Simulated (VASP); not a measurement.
# Si2W in VASP: further runs

The runs below take Si2W through single point, with PBEsol.

Everything below comes from runs of VASP 6.6.1. Logs are shortened: lines on timing, memory, paths and dates and some standing lists are left out, and cuts for length are marked.

## Step 1: The cell of the first run

It takes space group I4/mmm (No. 139, tetragonal). Conventional cell: a = 3.202 Å, b = 3.202 Å, c = 7.816 Å, α = 90.00°, β = 90.00°, γ = 90.00°. Si (site symmetry 4mm) has 9 Si at 2.59 to 3.20 Å and 5 W at 2.61 Å within 3.4 Å. Within 3.4 Å of W (site symmetry 4/mmm) lie 10 Si at 2.61 Å and 4 W at 3.20 Å.

## Step 2: Single point, PBEsol

The input, INCAR:

```
SYSTEM = Si2W
PREC = Accurate
ENCUT = 520
EDIFF = 1E-6
ISMEAR = 0
SIGMA = 0.1
LREAL = .False.
LASPH = .True.
NELM = 100
ALGO = Normal
ISIF = 2
LWAVE = .False.
LCHARG = .False.
GGA = PS
NBANDS = 18
```

The input, KPOINTS:

```
Automatic mesh
0
Gamma
  18 18 18
  0 0 0
```

The input, POSCAR:

```
Si2W
1.0
   -1.6012497809      1.6012497809      3.9078662639
    1.6012497809     -1.6012497809      3.9078662639
    1.6012497809      1.6012497809     -3.9078662639
Si W
2 1
Direct
    0.3344989449      0.3344989449      0.0000000000
    0.6655010551      0.6655010551      0.0000000000
    0.0000000000      0.0000000000      0.0000000000
```

Potentials or basis: VASP PAW PBE potentials, release 64 (Si, W_sv).

The run is started by

```
$ cat potpaw_PBE.64/Si/POTCAR potpaw_PBE.64/W_sv/POTCAR > POTCAR
$ mpirun -np 1 vasp_std > vasp.out
```

OUTCAR:

```text
SYSTEM = Si2W
   PREC = Accurate
   ENCUT = 520
   EDIFF = 1E-6
   ISMEAR = 0
   LREAL = .False.
   LASPH = .True.
   NELM = 100
   ISIF = 2
   GGA = PS

 ion  position               nearest neighbor table
   1  0.334  0.334  0.000-   2 2.59   3 2.61   3 2.61   3 2.61   3 2.61   3 2.61   2 2.62   2 2.62
                             2 2.62   2 2.62
   2  0.666  0.666  0.000-   1 2.59   3 2.61   3 2.61   3 2.61   3 2.61   3 2.61   1 2.62   1 2.62
                             1 2.62   1 2.62
   3  0.000  0.000  0.000-   2 2.61   1 2.61   2 2.61   1 2.61   2 2.61   1 2.61   1 2.61   2 2.61
                             1 2.61   2 2.61

  LATTYP: Found a body centered tetragonal cell.
 ALAT       =     3.2024995618
 C/A-ratio  =     2.4405101006

  Lattice vectors:

 A1 = (  -1.6012497809,   1.6012497809,   3.9078662639)
 A2 = (   1.6012497809,  -1.6012497809,   3.9078662639)
 A3 = (   1.6012497809,   1.6012497809,  -3.9078662639)

Analysis of symmetry for initial positions (statically):
=====================================================================
 Subroutine PRICEL returns:
 Original cell was already a primitive cell.

 Routine SETGRP: Setting up the symmetry group for a
 body centered tetragonal supercell.

 Subroutine GETGRP returns: Found 16 space group operations
 (whereof 16 operations were pure point group operations)
 out of a pool of 16 trial point group operations.

The static configuration has the point symmetry D_4h.

Analysis of symmetry for dynamics (positions and initial velocities):
=====================================================================
 Subroutine PRICEL returns:
 Original cell was already a primitive cell.

 Routine SETGRP: Setting up the symmetry group for a
 body centered tetragonal supercell.

 Subroutine GETGRP returns: Found 16 space group operations
 (whereof 16 operations were pure point group operations)
 out of a pool of 16 trial point group operations.

The dynamic configuration has the point symmetry D_4h.

 Subroutine INISYM returns: Found 16 space group operations
 (whereof 16 operations are pure point group operations),
 and found     1 'primitive' translations

----------------------------------------------------------------------------------------

                                     Primitive cell

  volume of cell :      40.0791

  direct lattice vectors                    reciprocal lattice vectors
    -1.601249781  1.601249781  3.907866264     0.000000000  0.312256093  0.127947060
     1.601249781 -1.601249781  3.907866264     0.312256093  0.000000000  0.127947060
     1.601249781  1.601249781 -3.907866264     0.312256093  0.312256093  0.000000000

  length of vectors
     4.516571759  4.516571759  4.516571759     0.337452689  0.337452689  0.441596801

  position of ions in fractional coordinates (direct lattice)
     0.334498945  0.334498945  0.000000000
     0.665501055  0.665501055  0.000000000
     0.000000000  0.000000000  0.000000000

  ion indices of the primitive-cell ions
   primitive index   ion index
                 1           1
                 2           2
                 3           3

----------------------------------------------------------------------------------------

 KPOINTS: Automatic mesh

Automatic generation of k-mesh.
 Grid dimensions read from file:
 generate k-points for:   18   18   18

 Generating k-lattice:

  Cartesian coordinates                     Fractional coordinates (reciprocal lattice)
     0.000000000  0.017347561  0.007108170     0.055555556  0.000000000 -0.000000000
     0.017347561  0.000000000  0.007108170     0.000000000  0.055555556 -0.000000000
     0.017347561  0.017347561  0.000000000     0.000000000  0.000000000  0.055555556

  Length of vectors
     0.018747372  0.018747372  0.024533156

  Shift w.r.t. Gamma in fractional coordinates (k-lattice)
     0.000000000  0.000000000  0.000000000

 Subroutine IBZKPT returns following result:
 ===========================================

 Found    480 irreducible k-points:

 Following reciprocal coordinates:
            Coordinates               Weight
  0.000000  0.000000  0.000000      1.000000
  0.055556 -0.000000  0.000000      8.000000
  0.111111 -0.000000  0.000000      8.000000
  0.166667  0.000000  0.000000      8.000000
  0.222222 -0.000000  0.000000      8.000000
  0.277778 -0.000000  0.000000      8.000000
[... 16 lines left out ...]
 -0.277778  0.055556  0.000000     16.000000
 -0.222222  0.055556  0.000000     16.000000
 [... further k-points ...]
   k-points           NKPTS =    480   k-points in BZ     NKDIM =    480   number of bands    NBANDS=     18
   number of dos      NEDOS =    301   number of ions     NIONS =      3
   total plane-waves  NPLWV =  46656
   dimension x,y,z NGX =    36 NGY =   36 NGZ =   36
   dimension x,y,z NGXF=    72 NGYF=   72 NGZF=   72
   ions per type =               2   1
   NGX,Y,Z   is equivalent  to a cutoff of  13.25, 13.25, 13.25 a.u.
   NGXF,Y,Z  is equivalent  to a cutoff of  26.50, 26.50, 26.50 a.u.
 SYSTEM =  Si2W
   PREC   = accura    normal or accurate (medium, high low for compatibility)
   ISTART =      0    job   : 0-new  1-cont  2-samecut
   ICHARG =      2    charge: 1-file 2-atom 10-const
   ISPIN  =      1    spin polarized calculation?
   LNONCOLLINEAR =      F non collinear calculations
   LSORBIT =      F    spin-orbit coupling
   LASPH  =      T    aspherical Exc in radial PAW
   ENCUT  =  520.0 eV  38.22 Ry    6.18 a.u.   8.40  8.40  8.40*2*pi/ulx,y,z
   NELM   =    100;   NELMIN=  2; NELMDL= -5     # of ELM steps
   EDIFF  = 0.1E-05   stopping-criterion for ELM
   LREAL  =      F    real-space projection
   EDIFFG = 0.1E-04   stopping-criterion for IOM
   NSW    =      0    number of steps for IOM
   IBRION =     -1    ionic relax: 0-MD 1-quasi-New 2-CG
   NFREE  =      0    steps in history (QN), initial steepest desc. (CG)
   ISIF   =      2    stress and relaxation
   ISYM   =      2    0-nonsym 1-usesym 2-fastsym
   POTIM  = 0.5000    time-step for ionic-motion
   TEBEG  =    0.0;   TEEND  =   0.0 temperature during run
   PSTRESS=    0.0 pullay stress
   NELECT =      22.0000    total number of electrons
   NUPDOWN=      -1.0000    fix difference up-down
   EMIN   =  10.00;   EMAX   =-10.00  energy-range for DOS
   EFERMI =   0.00;   METHOD = LEGACY
   ISMEAR =     0;   SIGMA  =   0.10  broadening in eV -4-tet -1-fermi 0-gaus
   EFERMI_NEDOS =   21; number of points for ismear=-14 and -15
   IALGO  =     38    algorithm
   IMIX   =      4    mixing-type and parameters
     AMIX     =   0.40;   BMIX     =  1.00
     AMIX_MAG =   1.60;   BMIX_MAG =  1.00
  volume/ion in A,a.u.               =      13.36        90.16
  Fermi-wavevector in a.u.,A,eV,Ry     =   1.340427  2.533039 24.446187  1.796744
  Thomas-Fermi vector in A             =   2.468741
   LORBIT       =      0    0 simple, 1 ext, 2 COOP (PROOUT), +10 PAW based schemes
   GGA     = PS    functional components
   LHFCALC =     F    Hartree Fock is set to
   AEXX    =    0.0000 exact exchange contribution
   IVDW    =     0    specifies the selected vdW correction
   LEPSILON=     F    determine dielectric tensor
   LRPA    =     F    only Hartree local field effects (RPA)
 non-spin polarized calculation
 Gauss-broadening in eV      SIGMA  =   0.10
  energy-cutoff  :      520.00
  volume of cell :       40.08
 maximum number of plane-waves:      1104
 NGX is ok and might be reduce to    36
   NGX = 17   NGY = 17   NGZ = 17

 number of electron      21.9999999 magnetization

 Free energy of the ion-electron system (eV)
  ---------------------------------------------------
  ext. energy  EPLUGINS =         0.00000000
  ---------------------------------------------------
  free energy    TOTEN  =       -26.64072139 eV

  energy without entropy =      -26.63983223  energy(sigma->0) =      -26.64027681

 E-fermi :  11.9885     XC(G=0): -12.6486

 val. band max:       11.9623194581   @ k =  -0.3889   0.5000   0.3333
 cond. band min:      12.0400107854   @ k =  -0.3889  -0.4444   0.3333
 fundamental gap:      0.0776913273
 Fermi energy:        11.9885160384

 k-point     1 :       0.0000    0.0000    0.0000
  band No.  band energies     occupation
      1     -61.7972      2.00000
      2     -26.0731      2.00000
      3     -26.0431      2.00000
      4     -26.0431      2.00000
      5      -2.1588      2.00000
      6       5.0683      2.00000
[... 10 lines left out ...]
     17      17.7374      0.00000
     18      17.7374      0.00000

 k-point     2 :       0.0556   -0.0000    0.0000
  band No.  band energies     occupation
      1     -61.7970      2.00000
      2     -26.0726      2.00000
      3     -26.0501      2.00000
      4     -26.0424      2.00000
      5      -2.0991      2.00000
      6       5.0753      2.00000
[... 10 lines left out ...]
     17      17.7413      0.00000
     18      17.9643      0.00000

 k-point     3 :       0.1111   -0.0000    0.0000
  band No.  band energies     occupation
      1     -61.7963      2.00000
      2     -26.0713      2.00000
      3     -26.0700      2.00000
      4     -26.0406      2.00000
      5      -1.9213      2.00000
      6       5.0867      2.00000
[... 10 lines left out ...]
     17      17.7984      0.00000
     18      18.5158      0.00000

 k-point     4 :       0.1667    0.0000    0.0000
  band No.  band energies     occupation
      1     -61.7952      2.00000
      2     -26.1009      2.00000
      3     -26.0687      2.00000
      4     -26.0378      2.00000
      5      -1.6294      2.00000
      6       5.0679      2.00000
[... 375 lines left out ...]
      4     -26.0339      2.00000
      5      -0.1859      2.00000
      6       4.2564      2.00000
[... 10 lines left out ...]
     17      19.3627      0.00000
     18      20.2967      0.00000

 k-point    23 :      -0.2778    0.0556    0.0000
  band No.  band energies     occupation
      1     -61.7923      2.00000
      2     -26.1769      2.00000
      3     -26.0614      2.00000
      4     -26.0374      2.00000
      5      -0.7584      2.00000
      6       4.8410      2.00000
[... 10 lines left out ...]
     17      19.0812      0.00000
     18      20.1239      0.00000

 k-point    24 :      -0.2222    0.0556    0.0000
  band No.  band energies     occupation
      1     -61.7937      2.00000
      2     -26.1375      2.00000
      3     -26.0645      2.00000
      4     -26.0412      2.00000
      5      -1.2411      2.00000
      6       5.2166      2.00000
[... 10 lines left out ...]
     17      18.3719      0.00000
     18      20.2401      0.00000

 [... further k-points ...]

------------------------ aborting loop because EDIFF is reached ----------------------------------------

  FORCE on cell =-STRESS in cart. coord.  units (eV):
  Direction    XX          YY          ZZ          XY          YZ          ZX
  --------------------------------------------------------------------------------------
  -------------------------------------------------------------------------------------
  Total        0.0858630      0.0858630      0.0695122      0.0000000      0.0000000     -0.0000000
  in kB        3.4324082      3.4324082      2.7787782      0.0000000      0.0000000     -0.0000000
  external PRESSURE =       3.2145315 kB  Pullay stress =       0.0000000 kB

 VOLUME and BASIS-vectors are now :
 -----------------------------------------------------------------------------
  energy-cutoff  :      520.00
  volume of cell :       40.08
      direct lattice vectors                 reciprocal lattice vectors
    -1.601249781  1.601249781  3.907866264     0.000000000  0.312256093  0.127947060
     1.601249781 -1.601249781  3.907866264     0.312256093  0.000000000  0.127947060
     1.601249781  1.601249781 -3.907866264     0.312256093  0.312256093  0.000000000

 POSITION                                       TOTAL-FORCE (eV/Angst)
 -----------------------------------------------------------------------------------
      0.00000      0.00000      2.61435         0.000000      0.000000     -0.001322
      0.00000      0.00000      5.20138         0.000000      0.000000      0.001322
      0.00000      0.00000      0.00000        -0.000000     -0.000000      0.000000
 -----------------------------------------------------------------------------------
    total drift:                                0.000000     -0.000000     -0.000000

  FREE ENERGIE OF THE ION-ELECTRON SYSTEM (eV)
  ---------------------------------------------------
  free  energy   TOTEN  =       -26.6407213890 eV

  energy  without entropy=      -26.6398322267  energy(sigma->0) =      -26.64027681
```

Run time: 4.2 min. Hardware: 1 thread of Intel Xeon Platinum 8488C (Sapphire Rapids), shared host; peak memory 0.46 GiB.

Results:

| Item | Value |
| --- | --- |
| Free energy | -26.6407 eV |
| Pressure | 0.3 GPa |
| Band gap on the k mesh | zero (bands 11 and 12 overlap by 1.30 eV) |

Caveat: the PAW data sets were made with another functional, which shifts forces and pressure a little; spin-orbit coupling is left out, which moves the levels of the heavy elements.

## Step 3: Single point, PBEsol (uniaxial strain along a: -3.0 %, then relaxed in part)

The input, INCAR:

```
SYSTEM = Si2W
PREC = Accurate
ENCUT = 520
EDIFF = 1E-6
ISMEAR = 0
SIGMA = 0.1
LREAL = .FALSE.
LASPH = .TRUE.
NELM = 60
ALGO = Normal
ISIF = 2
LWAVE = .FALSE.
LCHARG = .TRUE.
GGA = PS
LELF = .TRUE.
LVHAR = .TRUE.
NBANDS = 31
```

The input, KPOINTS:

```
Automatic mesh
0
G
  12 12 6
  0 0 0
```

The input, POSCAR:

```
Si2W
1.0
    3.1064245753      0.0000000000      0.0000000000
    0.0000000000      3.2290075226      0.0000000000
    0.0000000000      0.0000000000      7.8500428629
Si W
4 2
Direct
    0.0000000000      0.0000000000      0.3342265515
    0.5000000000      0.5000000000      0.1657734485
    0.5000000000      0.5000000000      0.8342265515
    0.0000000000      0.0000000000      0.6657734485
    0.0000000000      0.0000000000      0.0000000000
    0.5000000000      0.5000000000      0.5000000000
```

Potentials or basis: VASP PAW PBE potentials, release 64 (Si, W_sv).

The run is started by

```
$ cat potpaw_PBE.64/Si/POTCAR potpaw_PBE.64/W_sv/POTCAR > POTCAR
$ mpirun -np 1 vasp_std > vasp.out
```

Run time: 3.1 min. Hardware: 1 thread of Intel Xeon Platinum 8559C (Emerald Rapids), shared host; peak memory 0.46 GiB.

Results (log left out):

```yaml
Free_energy: -53.1836 eV
Pressure: 4.5 GPa
Largest_force: 0.003 eV/Å
Band_gap_on_the_k_mesh: zero (bands 22 and 23 overlap by 1.18 eV)
```

Forces on the atoms (eV/Å):
```
Si   0.000  0.000 -0.003
Si   0.000  0.000  0.003
Si   0.000  0.000 -0.003
Si   0.000  0.000  0.003
W    0.000  0.000  0.000
W    0.000  0.000  0.000
```

Stress tensor (GPa, compression positive):
```
12.84  0.00  0.00
 0.00  0.40  0.00
 0.00  0.00  0.33
```

Levels at points of the mesh, in eV from the Fermi level:
```tsv
k point	band 18	band 19	band 20	band 21	band 22	band 23	band 24	band 25	band 26	band 27
(0.00, 0.00, 0.00)	-2.51	-1.25	-0.88	-0.32	-0.31	0.69	0.86	2.38	2.87	3.31
(0.50, 0.00, 0.00)	-3.09	-2.90	-2.90	-0.95	-0.95	2.00	2.00	3.45	3.45	3.57
(0.00, 0.50, 0.00)	-3.00	-2.47	-2.47	-0.49	-0.49	1.98	1.98	2.59	2.59	3.94
(0.50, 0.50, 0.00)	-5.17	-3.55	-3.55	-1.79	-1.79	2.67	2.67	2.83	2.83	3.46
(0.00, 0.00, 0.50)	-2.70	-1.93	-1.93	0.77	0.77	1.25	1.25	1.59	1.59	1.97
(0.50, 0.00, 0.50)	-3.15	-2.94	-2.94	-0.70	-0.70	2.52	2.52	3.24	3.24	3.73
(0.00, 0.50, 0.50)	-3.03	-2.52	-2.52	-0.27	-0.27	2.39	2.39	3.23	3.23	3.82
(0.50, 0.50, 0.50)	-3.16	-2.69	-2.69	-2.47	-2.47	-0.02	-0.02	2.90	2.90	3.92
```

Caveat: the cell differs from its parent crystal (uniaxial strain along a: -3.0 %, then relaxed in part); the cell stands under pressure; the PAW data sets were made with another functional, which shifts forces and pressure a little; spin-orbit coupling is left out, which moves the levels of the heavy elements.
